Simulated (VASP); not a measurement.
# CoO (Fm-3m) in VASP: settings compared

CoO is run at these levels: PBEsol+D4, revPBE; tasks: relaxation of cell and atoms.

Program: VASP 6.6.1. These are calculated values, not measurements. Logs are shortened: lines on timing, memory, paths and dates and some standing lists are left out, and cuts for length are marked.

**1. The cell of the first run**

It takes space group Fm-3m (No. 225, cubic). Conventional cell: a = 4.263 Å, b = 4.263 Å, c = 4.263 Å, α = 90.00°, β = 90.00°, γ = 90.00°. Co (site symmetry m-3m) has 6 O at 2.13 Å within 2.8 Å. O (site symmetry m-3m) has 6 Co at 2.13 Å within 2.8 Å.

**2. Relaxation of cell and atoms, PBEsol+D4, collinear spin, ferromagnetic start**

INCAR reads:

```
SYSTEM = CoO
PREC = Accurate ; ENCUT = 600
EDIFF = 1E-6 ; ISMEAR = -1
SIGMA = 0.05 ; LREAL = .False.
LASPH = .True. ; NELM = 150
ALGO = Normal ; ISIF = 3
LWAVE = .False. ; LCHARG = .False.
ISPIN = 2 ; MAGMOM = 2 0
LORBIT = 11 ; LMAXMIX = 4
GGA = PS ; IVDW = 13
IBRION = 2 ; NSW = 80
EDIFFG = -0.005
```

KPOINTS reads:

```
Automatic mesh
0
Gamma
  11 11 11
  0 0 0
```

POSCAR reads:

```
CoO
1.0
    0.0000000000      2.1315000000      2.1315000000
    2.1315000000      0.0000000000      2.1315000000
    2.1315000000      2.1315000000      0.0000000000
Co O
1 1
Direct
    0.0000000000      0.0000000000      0.0000000000
    0.5000000000      0.5000000000      0.5000000000
```

Potentials or basis: VASP PAW PBE potentials, release 64 (Co, O).

Command:

```bash
$ cat potpaw_PBE.64/Co/POTCAR potpaw_PBE.64/O/POTCAR > POTCAR
$ mpirun -np 1 vasp_std > vasp.out
```

OUTCAR:

```text
SYSTEM = CoO
   PREC = Accurate
   ENCUT = 600
   EDIFF = 1E-6
   ISMEAR = -1
   LREAL = .False.
   LASPH = .True.
   NELM = 150
   ISIF = 3
   ISPIN = 2
   LORBIT = 11
   GGA = PS
   IVDW = 13
   IBRION = 2
   NSW = 80
   EDIFFG = -0.005

 ion  position               nearest neighbor table
   1  0.000  0.000  0.000-   2 2.13   2 2.13   2 2.13   2 2.13   2 2.13   2 2.13
   2  0.500  0.500  0.500-   1 2.13   1 2.13   1 2.13   1 2.13   1 2.13   1 2.13

  LATTYP: Found a face centered cubic cell.
 ALAT       =     4.2630000000

  Lattice vectors:

 A1 = (   0.0000000000,   2.1315000000,   2.1315000000)
 A2 = (   2.1315000000,   0.0000000000,   2.1315000000)
 A3 = (   2.1315000000,   2.1315000000,   0.0000000000)

Analysis of symmetry for initial positions (statically):
[... 25 lines left out ...]
The dynamic configuration has the point symmetry O_h .

Analysis of structural, dynamic, and magnetic symmetry:
=====================================================================
 Subroutine PRICEL returns:
[... 7 lines left out ...]
 out of a pool of 48 trial point group operations.

The overall configuration has the point symmetry O_h .

 Subroutine INISYM returns: Found 48 space group operations
[... 5 lines left out ...]
                                     Primitive cell

  volume of cell :      19.3681

  direct lattice vectors                    reciprocal lattice vectors
     0.000000000  2.131500000  2.131500000    -0.234576589  0.234576589  0.234576589
     2.131500000  0.000000000  2.131500000     0.234576589 -0.234576589  0.234576589
     2.131500000  2.131500000  0.000000000     0.234576589  0.234576589 -0.234576589

  length of vectors
     3.014396208  3.014396208  3.014396208     0.406298571  0.406298571  0.406298571

  position of ions in fractional coordinates (direct lattice)
     0.000000000  0.000000000  0.000000000
     0.500000000  0.500000000  0.500000000

  ion indices of the primitive-cell ions
   primitive index   ion index
                 1           1
                 2           2

----------------------------------------------------------------------------------------

 KPOINTS: Automatic mesh

Automatic generation of k-mesh.
 Grid dimensions read from file:
 generate k-points for:   11   11   11

 Generating k-lattice:

  Cartesian coordinates                     Fractional coordinates (reciprocal lattice)
    -0.021325144  0.021325144  0.021325144     0.090909091  0.000000000  0.000000000
     0.021325144 -0.021325144  0.021325144     0.000000000  0.090909091  0.000000000
     0.021325144  0.021325144 -0.021325144     0.000000000  0.000000000  0.090909091

  Length of vectors
     0.036936234  0.036936234  0.036936234

  Shift w.r.t. Gamma in fractional coordinates (k-lattice)
     0.000000000  0.000000000  0.000000000

[... 66 lines left out ...]
   EFERMI_NEDOS =   21; number of points for ismear=-14 and -15
   IALGO  =     38    algorithm
   IMIX   =      4    mixing-type and parameters
     AMIX     =   0.40;   BMIX     =  1.00
     AMIX_MAG =   1.60;   BMIX_MAG =  1.00
  volume/ion in A,a.u.               =       9.68        65.35
  Fermi-wavevector in a.u.,A,eV,Ry     =   1.503407  2.841027 30.752334  2.260233
  Thomas-Fermi vector in A             =   2.614521
   LORBIT       =     11    0 simple, 1 ext, 2 COOP (PROOUT), +10 PAW based schemes
   GGA     = PS    functional components
   LHFCALC =     F    Hartree Fock is set to
   AEXX    =    0.0000 exact exchange contribution
   IVDW    =    13    specifies the selected vdW correction
   LEPSILON=     F    determine dielectric tensor
   LRPA    =     F    only Hartree local field effects (RPA)
 conjugate gradient relaxation of ions
 spin polarized calculation
  energy-cutoff  :      600.00
  volume of cell :       19.37
 maximum number of plane-waves:       660
   NGX = 13   NGY = 13   NGZ = 13

--------------------------------------- Ionic step        1  -------------------------------------------

 number of electron      15.0000007 magnetization       2.9339401

 Free energy of the ion-electron system (eV)
  ---------------------------------------------------
  ext. energy  EPLUGINS =         0.00000000
  ---------------------------------------------------
  free energy    TOTEN  =       -13.96004694 eV

  energy without entropy =      -13.92724697  energy(sigma->0) =      -13.94364696

------------------------ aborting loop because EDIFF is reached ----------------------------------------

  DFT-D4 for vdW energy calculation

  Edisp (eV):   -0.31463
[... 71 lines left out ...]
--------------------------------------- Ionic step        3  -------------------------------------------

 number of electron      15.0000000 magnetization       2.6668140

 Free energy of the ion-electron system (eV)
  ---------------------------------------------------
  ext. energy  EPLUGINS =         0.00000000
  ---------------------------------------------------
  free energy    TOTEN  =       -14.00817253 eV

  energy without entropy =      -13.97306720  energy(sigma->0) =      -13.99061987

 E-fermi :   9.0065     XC(G=0): -13.1342

 val. band max:        8.9866765047   @ k =   0.4545   0.2727   0.0909
 cond. band min:       9.0080409674   @ k =   0.3636   0.1818   0.0000
 fundamental gap:      0.0213644627
 Fermi energy:         9.0065170004

 spin component 1

 k-point     1 :       0.0000    0.0000    0.0000
  band No.  band energies     occupation
      1     -12.0188      1.00000
      2       5.3980      1.00000
      3       5.3980      1.00000
      4       5.3980      1.00000
      5       5.7757      1.00000
      6       5.7757      1.00000
      7       5.8545      1.00000
      8       5.8545      1.00000
      9       5.8545      1.00000
     10      10.3066      0.00000
     11      25.8173      0.00000
     12      27.5902      0.00000
[... 333 lines left out ...]
      1     -11.1403      1.00000
      2       1.6813      1.00000
      3       2.9002      1.00000
      4       3.4570      1.00000
      5       6.2516      1.00000
      6       6.3747      1.00000
      7       7.0277      1.00000
      8       7.1327      1.00000
      9       8.9069      0.87996
     10      13.9845      0.00000
     11      20.7392      0.00000
     12      22.1477      0.00000

 [... further k-points ...]

 spin component 2

 k-point     1 :       0.0000    0.0000    0.0000
  band No.  band energies     occupation
      1     -11.5654      1.00000
      2       5.9145      1.00000
      3       5.9145      1.00000
      4       5.9145      1.00000
      5       7.7015      1.00000
      6       7.7015      1.00000
      7       7.7015      1.00000
      8       8.7120      0.99724
      9       8.7121      0.99724
     10      10.8126      0.00000
     11      25.7810      0.00000
     12      28.1289      0.00000
[... 378 lines left out ...]
  FREE ENERGIE OF THE ION-ELECTRON SYSTEM (eV)
  ---------------------------------------------------
  free  energy   TOTEN  =       -14.3420976754 eV

  energy  without entropy=      -14.3069923481  energy(sigma->0) =      -14.32454501

 reached required accuracy - stopping structural energy minimisation

 total charge

# of ion       s       p       d       tot
------------------------------------------
    1        0.320   0.417   7.226   7.963
    2        1.548   3.434   0.000   4.982
--------------------------------------------------
tot          1.868   3.850   7.226  12.945

 magnetization (x)

# of ion       s       p       d       tot
------------------------------------------
    1        0.021   0.019   2.324   2.363
    2        0.031   0.227   0.000   0.258
--------------------------------------------------
tot          0.052   0.246   2.324   2.622
```

CONTCAR:

```text
CoO
   1.00000000000000
     0.0000000000000000    2.0731404139845968    2.0731404139845968
     2.0731404139845968    0.0000000000000000    2.0731404139845968
     2.0731404139845968    2.0731404139845968   -0.0000000000000000
  Co              O
     1     1
Direct
     0.0000000000000000    0.0000000000000000    0.0000000000000000
     0.5000000000000000    0.5000000000000000    0.5000000000000000

  0.00000000E+00  0.00000000E+00  0.00000000E+00
  0.00000000E+00  0.00000000E+00  0.00000000E+00
```

Wall time 90 s (1 thread of Intel Xeon Platinum 8259CL at 2.50GHz (Skylake/Cascade Lake), shared host); peak memory 0.17 GiB.

What came out:

| Quantity | Value |
| --- | --- |
| Free energy | -14.3421 eV |
| Relaxed volume | 8.91 Å³/atom |
| Relaxed cell | a = 2.932 Å, b = 2.932 Å, c = 2.932 Å, α = 60.00°, β = 60.00°, γ = 60.00° |
| Space group after relaxing (to 0.05 Å) | Fm-3m (No. 225) |
| Energy gained by relaxing | 33.7 meV/atom |
| Ionic steps | 3 |
| Pressure after relaxing | 0.0 GPa |
| Net moment | 2.67 μB per cell |
| Site moments | Co +2.36; O +0.26 μB |
| Valence electrons inside the program's atomic spheres | Co 7.96; O 4.98 |
| Dispersion energy per atom | -0.167 eV |

Step by step:
| step | energy change (eV) | largest force (eV/Å) | pressure (GPa) | volume (Å³) |
| --- | --- | --- | --- | --- |
| 1 | 0.0000 | 0.0000 | -13.69 | 19.37 |
| 2 | -0.0531 | 0.0000 | 5.47 | 17.14 |
| 3 | -0.0674 | 0.0000 | -0.02 | 17.82 |

Final structure:
```
CELL_PARAMETERS angstrom
0.00000 2.07314 2.07314
2.07314 0.00000 2.07314
2.07314 2.07314 0.00000
ATOMIC_POSITIONS crystal
Co 0.00000 0.00000 0.00000
O 0.50000 0.50000 0.50000
```

Caveat: the PAW data sets were made with another functional, which shifts forces and pressure a little; a cell with one magnetic atom can't hold antiferromagnetic order, which such compounds often take; semilocal functionals often make such compounds metallic where correlation or magnetic order opens a gap, which also shifts bond lengths; pairwise dispersion overbinds metals, which lowers pressure and volume. With open d or f shells a metallic result of PBEsol can be an artefact of self-interaction; +U or a hybrid may open a gap.

**3. Relaxation of cell and atoms, revPBE, collinear spin, ferromagnetic start**

Edit INCAR of step 2 so:

```diff
@@ -9,4 +9,3 @@
 LORBIT = 11 ; LMAXMIX = 4
-GGA = PS ; IVDW = 13
-IBRION = 2 ; NSW = 80
-EDIFFG = -0.005
+GGA = RE ; IBRION = 2
+NSW = 80 ; EDIFFG = -0.02
```

KPOINTS reads:

```
regular mesh
0
Gamma
  11 11 11
  0 0 0
```

POSCAR is that of step 2.

Potentials or basis: VASP PAW PBE potentials, release 64 (Co, O).

Command:

```bash
$ cat potpaw_PBE.64/Co/POTCAR potpaw_PBE.64/O/POTCAR > POTCAR
$ mpirun -np 1 vasp_std > vasp.out
```

Wall time 70 s (1 thread of Intel Xeon Platinum 8259CL at 2.50GHz (Skylake/Cascade Lake), shared host); peak memory 0.16 GiB.

It converged, with:

```yaml
Free_energy: -12.3401 eV
Relaxed_volume: 9.79 Å³/atom
Relaxed_cell: a = 3.026 Å, b = 3.026 Å, c = 3.026 Å, α = 60.00°, β = 60.00°, γ = 60.00°
Space_group_after_relaxing_to_0.05_Å: Fm-3m (No. 225)
Energy_gained_by_relaxing: 0.6 meV/atom
Ionic_steps: 3
Pressure_after_relaxing: 0.0 GPa
Net_moment: 2.94 μB per cell
Site_moments: Co +2.59; O +0.30 μB
Valence_electrons_inside_the_program's_atomic_spheres: Co 7.76; O 4.98
```

Step by step:
```
step  energy change (eV)  largest force (eV/Å)  pressure (GPa)  volume (Å³)
   1              0.0000                0.0000            1.93        19.37
   2             -0.0010                0.0000           -1.02        19.70
   3             -0.0013                0.0000           -0.02        19.58
```

Final structure:
```
Co O
1.0
     0.00000    2.13942    2.13942
     2.13942    0.00000    2.13942
     2.13942    2.13942    0.00000
Co O
1 1
Direct
  0.00000 0.00000 0.00000
  0.50000 0.50000 0.50000
```

Levels at points of the mesh, in eV from the Fermi level:
Spin up:
| k point | band 6 | band 7 | band 8 | band 9 | band 10 | band 11 | band 12 |
| --- | --- | --- | --- | --- | --- | --- | --- |
| (0.00, 0.00, 0.00) | -3.07 | -3.04 | -3.04 | -3.04 | 0.98 | 16.89 | 18.08 |
Spin down:
| k point | band 2 | band 3 | band 4 | band 5 | band 6 | band 7 | band 8 | band 9 | band 10 | band 11 |
| --- | --- | --- | --- | --- | --- | --- | --- | --- | --- | --- |
| (0.00, 0.00, 0.00) | -2.46 | -2.46 | -2.46 | -1.06 | -1.06 | -1.06 | 0.16 | 0.16 | 1.51 | 16.73 |

Caveat: the PAW data sets were made with another functional, which shifts forces and pressure a little; a cell with one magnetic atom can't hold antiferromagnetic order, which such compounds often take; semilocal functionals often make such compounds metallic where correlation or magnetic order opens a gap, which also shifts bond lengths.
